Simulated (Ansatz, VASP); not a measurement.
CaO: VASP beside Ansatz

The input INCAR:

```
ALGO = Normal ; EDIFF = 1E-6
ENCUT = 520 ; GGA = PE
ISIF = 2 ; ISMEAR = 0
LASPH = True ; LCHARG = False
LREAL = False ; LWAVE = False
NBANDS = 15 ; NELM = 100
PREC = Accurate ; SIGMA = 0.02
```

Contents of KPOINTS:

```
k-points
0
Gamma
  8 8 8
```

File POSCAR:

```
CaO
1.0
    0.0000000000      2.4628996442      2.4628996442
    2.4628996442      0.0000000000      2.4628996442
    2.4628996442      2.4628996442      0.0000000000
Ca O
1 1
Direct
    0.0000000000      0.0000000000      0.0000000000
    0.5000000000      0.5000000000      0.5000000000
```

Input for Ansatz:

```yaml
crystal:
  lattice:
    - [0.0, 2.4628996442, 2.4628996442]
    - [2.4628996442, 0.0, 2.4628996442]
    - [2.4628996442, 2.4628996442, 0.0]
  atoms:
    - { symbol: Ca, position: [0.0, 0.0, 0.0] }
    - { symbol: O, position: [0.5, 0.5, 0.5] }
basis:
  ecutwfc: 420
kpoints:
  mp_grid: { grid: [8, 8, 8] }
hamiltonian:
  xc: pbe
scf:
  occupations: { method: gaussian, width: 0.02 }
output:
  forces: true
  stress: true
  eigenvalues: true
```

Alike in both runs: task single point; functional PBE; k mesh 8 × 8 × 8; occupations gaussian, width 0.02 eV; no spin polarisation.

```csv
,VASP,Ansatz
version,VASP 6.6.1,Ansatz 0.2.0
potentials or method,"VASP PAW PBE potentials, release 64 (Ca_sv, O), cutoff 520 eV","scalar-relativistic, plane waves, PAW"
valence electrons in the cell,16,16
```

|  | VASP | Ansatz | Ansatz less VASP |
| --- | --- | --- | --- |
| gap on the k mesh at the Fermi level (eV) | 3.64 | 3.66 | +0.016 |
| least direct gap on the mesh (eV) | 4.03 | 4.04 | +0.016 |
| pressure (GPa) | -5.0 | -5.4 | -0.40 |
